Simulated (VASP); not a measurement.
# Rh (P6/mmm) in VASP: notebook

The runs below take Rh through single point, with BLYP.

All numbers are computed with VASP 6.6.1; they aren't measurements. Logs are shortened: lines on timing, memory, paths and dates and some standing lists are left out, and cuts for length are marked.

**1. The cell of the first run**

Symmetry: P6/mmm, No. 191, hexagonal system. Conventional cell: a = 4.233 Å, b = 4.233 Å, c = 2.600 Å, α = 90.00°, β = 90.00°, γ = 120.00°. Within 3.4 Å of Rh (site symmetry 6/mmm) lie 14 Rh at 2.60 to 2.77 Å. Within 3.2 Å of Rh (site symmetry -6m2) lie 11 Rh at 2.44 to 2.77 Å.

**2. Single point, BLYP (volume scaled by 0.88)**

INCAR

```
AGGAC    = 1.0          
AGGAX    = 1.0          
ALDAC    = 0.0          
ALDAX    = 1.0          
ALGO     = Normal         # electronic algorithm
EDIFF    = 1E-7           # SCF threshold, eV
ENCUT    = 520            # plane-wave cutoff, eV
GGA      = B5             # functional
ISIF     = 2              # what is computed and relaxed
ISMEAR   = -1             # smearing method
LASPH    = T              # aspherical terms in the spheres
LCHARG   = F              # write CHGCAR
LREAL    = F              # projectors in reciprocal space
LWAVE    = F              # write WAVECAR
NBANDS   = 30             # bands
NELM     = 80             # most SCF steps
PREC     = Accurate       # precision mode
SIGMA    = 0.1            # smearing width, eV
```

KPOINTS

```
k-points
0
Gamma
  9 9 13
```

POSCAR

```
Rh
1.0
    4.2327202420      0.0000000000      0.0000000000
   -2.1163601210      3.6656432567      0.0000000000
    0.0000000000      0.0000000000      2.5999760127
Rh
3
Direct
    0.0000000000      0.0000000000      0.0000000000
    0.3333333333      0.6666666667      0.5000000000
    0.6666666667      0.3333333333      0.5000000000
```

Potentials or basis: VASP PAW PBE potentials, release 64 (Rh_pv).

Run with:

```sh
$ cat potpaw_PBE.64/Rh_pv/POTCAR > POTCAR
$ mpirun -np 1 vasp_std > vasp.out
```

OUTCAR:

```text
EDIFF = 1E-7
   ENCUT = 520
   GGA = B5
   ISIF = 2
   ISMEAR = -1
   LASPH = T
   LREAL = F
   NELM = 80
   PREC = Accurate

 ion  position               nearest neighbor table
   1  0.000  0.000  0.000-   2 2.77   3 2.77   2 2.77   3 2.77   3 2.77   3 2.77   2 2.77   2 2.77
                             3 2.77   3 2.77   2 2.77   2 2.77
   2  0.333  0.667  0.500-   3 2.44   3 2.44   3 2.44   1 2.77   1 2.77   1 2.77   1 2.77   1 2.77
                             1 2.77
   3  0.667  0.333  0.500-   2 2.44   2 2.44   2 2.44   1 2.77   1 2.77   1 2.77   1 2.77   1 2.77
                             1 2.77

  LATTYP: Found a hexagonal cell.
 ALAT       =     4.2327202420
 C/A-ratio  =     0.6142565216

  Lattice vectors:

 A1 = (   4.2327202420,   0.0000000000,   0.0000000000)
 A2 = (  -2.1163601210,   3.6656432567,   0.0000000000)
 A3 = (   0.0000000000,   0.0000000000,   2.5999760127)

Analysis of symmetry for initial positions (statically):
=====================================================================
 Subroutine PRICEL returns:
 Original cell was already a primitive cell.

 Routine SETGRP: Setting up the symmetry group for a
 hexagonal supercell.

 Subroutine GETGRP returns: Found 24 space group operations
 (whereof 24 operations were pure point group operations)
 out of a pool of 24 trial point group operations.

The static configuration has the point symmetry D_6h.

Analysis of symmetry for dynamics (positions and initial velocities):
=====================================================================
 Subroutine PRICEL returns:
 Original cell was already a primitive cell.

 Routine SETGRP: Setting up the symmetry group for a
 hexagonal supercell.

 Subroutine GETGRP returns: Found 24 space group operations
 (whereof 24 operations were pure point group operations)
 out of a pool of 24 trial point group operations.

The dynamic configuration has the point symmetry D_6h.

 Subroutine INISYM returns: Found 24 space group operations
 (whereof 24 operations are pure point group operations),
 and found     1 'primitive' translations

----------------------------------------------------------------------------------------

                                     Primitive cell

  volume of cell :      40.3403

  direct lattice vectors                    reciprocal lattice vectors
     4.232720242  0.000000000  0.000000000     0.236254688  0.136401708  0.000000000
    -2.116360121  3.665643257  0.000000000     0.000000000  0.272803415  0.000000000
     0.000000000  0.000000000  2.599976013     0.000000000  0.000000000  0.384618933

  length of vectors
     4.232720242  4.232720242  2.599976013     0.272803415  0.272803415  0.384618933

  position of ions in fractional coordinates (direct lattice)
     0.000000000  0.000000000  0.000000000
     0.333333333  0.666666667  0.500000000
     0.666666667  0.333333333  0.500000000

  ion indices of the primitive-cell ions
   primitive index   ion index
                 1           1
                 2           2
                 3           3

----------------------------------------------------------------------------------------

 KPOINTS: k-points

Automatic generation of k-mesh.
 Grid dimensions read from file:
 generate k-points for:    9    9   13

 Generating k-lattice:

  Cartesian coordinates                     Fractional coordinates (reciprocal lattice)
     0.026250521  0.015155745  0.000000000     0.111111111  0.000000000  0.000000000
     0.000000000  0.030311491  0.000000000     0.000000000  0.111111111  0.000000000
     0.000000000  0.000000000  0.029586072     0.000000000  0.000000000  0.076923077

  Length of vectors
     0.030311491  0.030311491  0.029586072

  Shift w.r.t. Gamma in fractional coordinates (k-lattice)
     0.000000000  0.000000000  0.000000000

 Subroutine IBZKPT returns following result:
 ===========================================

 Found     84 irreducible k-points:

 Following reciprocal coordinates:
            Coordinates               Weight
  0.000000  0.000000  0.000000      1.000000
  0.111111  0.000000  0.000000      6.000000
  0.222222  0.000000  0.000000      6.000000
  0.333333  0.000000  0.000000      6.000000
  0.444444  0.000000  0.000000      6.000000
  0.111111  0.111111  0.000000      6.000000
[... 16 lines left out ...]
  0.333333  0.222222  0.076923     24.000000
  0.333333  0.333333  0.076923      4.000000
 [... further k-points ...]
   k-points           NKPTS =     84   k-points in BZ     NKDIM =     84   number of bands    NBANDS=     30
   number of dos      NEDOS =    301   number of ions     NIONS =      3
   total plane-waves  NPLWV =  20480
   dimension x,y,z NGX =    32 NGY =   32 NGZ =   20
   dimension x,y,z NGXF=    64 NGYF=   64 NGZF=   40
   ions per type =               3
   NGX,Y,Z   is equivalent  to a cutoff of  12.57, 12.57, 12.79 a.u.
   NGXF,Y,Z  is equivalent  to a cutoff of  25.14, 25.14, 25.58 a.u.
 SYSTEM =  unknown system
   PREC   = accura    normal or accurate (medium, high low for compatibility)
   ISTART =      0    job   : 0-new  1-cont  2-samecut
   ICHARG =      2    charge: 1-file 2-atom 10-const
   ISPIN  =      1    spin polarized calculation?
   LNONCOLLINEAR =      F non collinear calculations
   LSORBIT =      F    spin-orbit coupling
   LASPH  =      T    aspherical Exc in radial PAW
   ENCUT  =  520.0 eV  38.22 Ry    6.18 a.u.   7.87  7.87  4.83*2*pi/ulx,y,z
   NELM   =     80;   NELMIN=  2; NELMDL= -5     # of ELM steps
   EDIFF  = 0.1E-06   stopping-criterion for ELM
   LREAL  =      F    real-space projection
   EDIFFG = 0.1E-05   stopping-criterion for IOM
   NSW    =      0    number of steps for IOM
   IBRION =     -1    ionic relax: 0-MD 1-quasi-New 2-CG
   NFREE  =      0    steps in history (QN), initial steepest desc. (CG)
   ISIF   =      2    stress and relaxation
   ISYM   =      2    0-nonsym 1-usesym 2-fastsym
   POTIM  = 0.5000    time-step for ionic-motion
   TEBEG  =    0.0;   TEEND  =   0.0 temperature during run
   PSTRESS=    0.0 pullay stress
   NELECT =      45.0000    total number of electrons
   NUPDOWN=      -1.0000    fix difference up-down
   EMIN   =  10.00;   EMAX   =-10.00  energy-range for DOS
   EFERMI =   0.00;   METHOD = LEGACY
   ISMEAR =    -1;   SIGMA  =   0.10  broadening in eV -4-tet -1-fermi 0-gaus
   EFERMI_NEDOS =   21; number of points for ismear=-14 and -15
   IALGO  =     38    algorithm
   IMIX   =      4    mixing-type and parameters
     AMIX     =   0.40;   BMIX     =  1.00
     AMIX_MAG =   1.60;   BMIX_MAG =  1.00
  volume/ion in A,a.u.               =      13.45        90.74
  Fermi-wavevector in a.u.,A,eV,Ry     =   1.697850  3.208471 39.221438  2.882694
  Thomas-Fermi vector in A             =   2.778456
   LORBIT       =      0    0 simple, 1 ext, 2 COOP (PROOUT), +10 PAW based schemes
   GGA     = B5    functional components
   LHFCALC =     F    Hartree Fock is set to
   AEXX    =    0.0000 exact exchange contribution
   IVDW    =     0    specifies the selected vdW correction
   LEPSILON=     F    determine dielectric tensor
   LRPA    =     F    only Hartree local field effects (RPA)
 non-spin polarized calculation
  energy-cutoff  :      520.00
  volume of cell :       40.34
 maximum number of plane-waves:      1104
 NGX is ok and might be reduce to    32
   NGX = 15   NGY = 15   NGZ =  9

 number of electron      45.0000003 magnetization

 Free energy of the ion-electron system (eV)
  ---------------------------------------------------
  ext. energy  EPLUGINS =         0.00000000
  ---------------------------------------------------
  free energy    TOTEN  =       -17.47214377 eV

  energy without entropy =      -17.30367144  energy(sigma->0) =      -17.38790761

 E-fermi :  12.8934     XC(G=0): -13.5017

 val. band max:       12.8922033778   @ k =   0.3333   0.3333   0.1538
 cond. band min:      12.9105489302   @ k =   0.2222   0.1111   0.3846
 fundamental gap:      0.0183455524
 Fermi energy:        12.8934148968

 k-point     1 :       0.0000    0.0000    0.0000
  band No.  band energies     occupation
      1     -34.1715      2.00000
      2     -34.1715      2.00000
      3     -33.7351      2.00000
      4     -33.7351      2.00000
      5     -33.4798      2.00000
      6     -33.3182      2.00000
[... 22 lines left out ...]
     29      21.8970      0.00000
     30      22.5184      0.00000

 k-point     2 :       0.1111    0.0000    0.0000
  band No.  band energies     occupation
      1     -34.1907      2.00000
      2     -34.1693      2.00000
      3     -33.7085      2.00000
      4     -33.7053      2.00000
      5     -33.4735      2.00000
      6     -33.3513      2.00000
[... 22 lines left out ...]
     29      23.3782      0.00000
     30      23.7772      0.00000

 k-point     3 :       0.2222    0.0000    0.0000
  band No.  band energies     occupation
      1     -34.2326      2.00000
      2     -34.1494      2.00000
      3     -33.6444      2.00000
      4     -33.6410      2.00000
      5     -33.4558      2.00000
      6     -33.4381      2.00000
[... 22 lines left out ...]
     29      24.6363      0.00000
     30      25.6267      0.00000

 k-point     4 :       0.3333    0.0000    0.0000
  band No.  band energies     occupation
      1     -34.2726      2.00000
      2     -34.0964      2.00000
      3     -33.6305      2.00000
      4     -33.5677      2.00000
      5     -33.5046      2.00000
      6     -33.4315      2.00000
[... 616 lines left out ...]
     29      24.9783      0.00000
     30      28.7004      0.00000

 k-point    23 :       0.3333    0.2222    0.0769
  band No.  band energies     occupation
      1     -34.2586      2.00000
      2     -34.0118      2.00000
      3     -33.8156      2.00000
      4     -33.4782      2.00000
      5     -33.4682      2.00000
      6     -33.4313      2.00000
[... 22 lines left out ...]
     29      26.7777      0.00000
     30      28.7085      0.00000

 k-point    24 :       0.3333    0.3333    0.0769
  band No.  band energies     occupation
      1     -34.2507      2.00000
      2     -33.9292      2.00000
      3     -33.9292      2.00000
      4     -33.4569      2.00000
      5     -33.4569      2.00000
      6     -33.4296      2.00000
[... 22 lines left out ...]
     29      27.0959      0.00000
     30      27.0959      0.00000

 [... further k-points ...]

------------------------ aborting loop because EDIFF is reached ----------------------------------------

  FORCE on cell =-STRESS in cart. coord.  units (eV):
  Direction    XX          YY          ZZ          XY          YZ          ZX
  --------------------------------------------------------------------------------------
  -------------------------------------------------------------------------------------
  Total        9.4169364      9.4169364      8.3980918      0.0000000      0.0000000      0.0000000
  in kB      374.0081945    374.0081945    333.5432044      0.0000000      0.0000000      0.0000000
  external PRESSURE =     360.5198644 kB  Pullay stress =       0.0000000 kB

 VOLUME and BASIS-vectors are now :
 -----------------------------------------------------------------------------
  energy-cutoff  :      520.00
  volume of cell :       40.34
      direct lattice vectors                 reciprocal lattice vectors
     4.232720242  0.000000000  0.000000000     0.236254688  0.136401708  0.000000000
    -2.116360121  3.665643257  0.000000000     0.000000000  0.272803415  0.000000000
     0.000000000  0.000000000  2.599976013     0.000000000  0.000000000  0.384618933

 POSITION                                       TOTAL-FORCE (eV/Angst)
 -----------------------------------------------------------------------------------
      0.00000      0.00000      0.00000        -0.000000      0.000000      0.000000
     -0.00000      2.44376      1.29999        -0.000000      0.000000     -0.000000
      2.11636      1.22188      1.29999         0.000000      0.000000      0.000000
 -----------------------------------------------------------------------------------
    total drift:                               -0.000000      0.000000      0.000000

  FREE ENERGIE OF THE ION-ELECTRON SYSTEM (eV)
  ---------------------------------------------------
  free  energy   TOTEN  =       -17.4721437733 eV

  energy  without entropy=      -17.3036714380  energy(sigma->0) =      -17.38790761
```

Run time: 37 s. Hardware: 1 thread of Intel Xeon 6975P-C (Granite Rapids), shared host; peak memory 0.2 GiB.

What came out:

| Item | Value |
| --- | --- |
| Free energy | -17.4721 eV |
| Pressure | 36.1 GPa |

Stress tensor (GPa, compression positive):
```
37.40  0.00  0.00
 0.00 37.40  0.00
 0.00  0.00 33.35
```

Levels at points of the mesh, in eV from the Fermi level:
| k point | band 20 | band 21 | band 22 | band 23 | band 24 | band 25 | band 26 | band 27 |
| --- | --- | --- | --- | --- | --- | --- | --- | --- |
| (0.00, 0.00, 0.00) | -1.80 | -1.80 | -1.71 | -1.71 | 0.81 | 0.81 | 8.97 | 8.97 |

Caveat: the PAW data sets were made with another functional, which shifts forces and pressure a little.

**3. Single point, BLYP (volume scaled by 0.92)**

INCAR

```
SYSTEM = Rh
PREC = Accurate
ENCUT = 520
EDIFF = 1E-7
ISMEAR = -1
SIGMA = 0.1
LREAL = .FALSE.
LASPH = .TRUE.
NELM = 100
ALGO = Normal
ISIF = 2
LWAVE = .FALSE.
LCHARG = .FALSE.
GGA = B5
ALDAX = 1.0
AGGAX = 1.0
AGGAC = 1.0
ALDAC = 0.0
NBANDS = 30
```

KPOINTS

```
Automatic mesh
0
G
  9 9 13
  0 0 0
```

POSCAR

```
Rh
1.0
    4.2959044862      0.0000000000      0.0000000000
   -2.1479522431      3.7203624173      0.0000000000
    0.0000000000      0.0000000000      2.6387873467
Rh
3
Direct
    0.0000000000      0.0000000000      0.0000000000
    0.3333333333      0.6666666667      0.5000000000
    0.6666666667      0.3333333333      0.5000000000
```

Potentials or basis: VASP PAW PBE potentials, release 64 (Rh_pv).

Run with:

```sh
$ cat potpaw_PBE.64/Rh_pv/POTCAR > POTCAR
$ mpirun -np 1 vasp_std > vasp.out
```

OUTCAR:

```text
SYSTEM = Rh
   PREC = Accurate
   ENCUT = 520
   EDIFF = 1E-7
   ISMEAR = -1
   LREAL = .FALSE.
   LASPH = .TRUE.
   NELM = 100
   ISIF = 2
   GGA = B5

 ion  position               nearest neighbor table
   1  0.000  0.000  0.000-   2 2.81   3 2.81   2 2.81   3 2.81   3 2.81   3 2.81   2 2.81   2 2.81
                             3 2.81   3 2.81   2 2.81   2 2.81
   2  0.333  0.667  0.500-   3 2.48   3 2.48   3 2.48   1 2.81   1 2.81   1 2.81   1 2.81   1 2.81
                             1 2.81
   3  0.667  0.333  0.500-   2 2.48   2 2.48   2 2.48   1 2.81   1 2.81   1 2.81   1 2.81   1 2.81
                             1 2.81

  LATTYP: Found a hexagonal cell.
 ALAT       =     4.2959044862
 C/A-ratio  =     0.6142565216

  Lattice vectors:

 A1 = (   4.2959044862,   0.0000000000,   0.0000000000)
 A2 = (  -2.1479522431,   3.7203624173,   0.0000000000)
 A3 = (   0.0000000000,   0.0000000000,   2.6387873467)

Analysis of symmetry for initial positions (statically):
=====================================================================
 Subroutine PRICEL returns:
 Original cell was already a primitive cell.

 Routine SETGRP: Setting up the symmetry group for a
 hexagonal supercell.
[... 168 lines left out ...]

 E-fermi :  12.0675     XC(G=0): -13.2229

 val. band max:       12.0669988599   @ k =   0.2222   0.0000   0.0769
 cond. band min:      12.0723917610   @ k =   0.3333   0.3333   0.1538
 fundamental gap:      0.0053929011
 Fermi energy:        12.0674741874

 k-point     1 :       0.0000    0.0000    0.0000
  band No.  band energies     occupation
      1     -34.8171      2.00000
      2     -34.8171      2.00000
      3     -34.4176      2.00000
      4     -34.4176      2.00000
      5     -34.1978      2.00000
      6     -34.0626      2.00000
[... 781 lines left out ...]
     29      25.7429      0.00000
     30      25.7429      0.00000

 [... further k-points ...]

------------------------ aborting loop because EDIFF is reached ----------------------------------------

  FORCE on cell =-STRESS in cart. coord.  units (eV):
  Direction    XX          YY          ZZ          XY          YZ          ZX
  --------------------------------------------------------------------------------------
  -------------------------------------------------------------------------------------
  Total        5.7996902      5.7996902      5.0880452     -0.0000000      0.0000000      0.0000000
  in kB      220.3287248    220.3287248    193.2935159     -0.0000000      0.0000000      0.0000000
  external PRESSURE =     211.3169885 kB  Pullay stress =       0.0000000 kB

 VOLUME and BASIS-vectors are now :
 -----------------------------------------------------------------------------
  energy-cutoff  :      520.00
  volume of cell :       42.17
      direct lattice vectors                 reciprocal lattice vectors
     4.295904486  0.000000000  0.000000000     0.232779850  0.134395509  0.000000000
    -2.147952243  3.720362417  0.000000000     0.000000000  0.268791018  0.000000000
     0.000000000  0.000000000  2.638787347     0.000000000  0.000000000  0.378961951

 POSITION                                       TOTAL-FORCE (eV/Angst)
 -----------------------------------------------------------------------------------
      0.00000      0.00000      0.00000        -0.000000      0.000000      0.000000
     -0.00000      2.48024      1.31939         0.000000      0.000000      0.000000
      2.14795      1.24012      1.31939        -0.000000     -0.000000      0.000000
 -----------------------------------------------------------------------------------
    total drift:                               -0.000000      0.000000      0.000000

  FREE ENERGIE OF THE ION-ELECTRON SYSTEM (eV)
  ---------------------------------------------------
  free  energy   TOTEN  =       -17.7972417021 eV

  energy  without entropy=      -17.6162285504  energy(sigma->0) =      -17.70673513
```

OSZICAR:

```text
N       E                     dE             d eps       ncg     rms          rms(c)
DAV:   1     0.552954891180E+03    0.55295E+03   -0.27231E+04  5048   0.170E+03
DAV:   2    -0.358370910495E+01   -0.55654E+03   -0.54033E+03  5292   0.536E+02
DAV:   3    -0.188168257678E+02   -0.15233E+02   -0.14983E+02  5592   0.991E+01
DAV:   4    -0.189466031917E+02   -0.12978E+00   -0.12974E+00  5684   0.923E+00
DAV:   5    -0.189489432555E+02   -0.23401E-02   -0.23400E-02  5658   0.128E+00    0.168E+01
DAV:   6    -0.178608343226E+02    0.10881E+01   -0.32628E+00  5490   0.155E+01    0.651E+00
DAV:   7    -0.181981173789E+02   -0.33728E+00   -0.20870E+00  5406   0.143E+01    0.751E+00
DAV:   8    -0.178027236748E+02    0.39539E+00   -0.16743E+00  5412   0.815E+00    0.248E+00
DAV:   9    -0.177971771620E+02    0.55465E-02   -0.19172E-02  5454   0.135E+00    0.875E-02
DAV:  10    -0.177972354452E+02   -0.58283E-04   -0.31799E-04  5892   0.155E-01    0.551E-02
DAV:  11    -0.177972422696E+02   -0.68244E-05   -0.22700E-05  5550   0.407E-02    0.954E-03
DAV:  12    -0.177972421437E+02    0.12598E-06   -0.18511E-06  5876   0.132E-02    0.263E-03
DAV:  13    -0.177972417781E+02    0.36556E-06   -0.19210E-07  4000   0.359E-03    0.785E-04
DAV:  14    -0.177972417021E+02    0.76038E-07   -0.30531E-08  2958   0.146E-03
   1 F= -.17797242E+02 E0= -.17706735E+02  d E =-.181013E+00
```

Wall time 37 s (1 thread of Intel Xeon 6975P-C (Granite Rapids), shared host); peak memory 0.2 GiB.

Results:

```
Free energy : -17.7972 eV
Pressure    : 21.1 GPa
```

Caveat: the PAW data sets were made with another functional, which shifts forces and pressure a little.
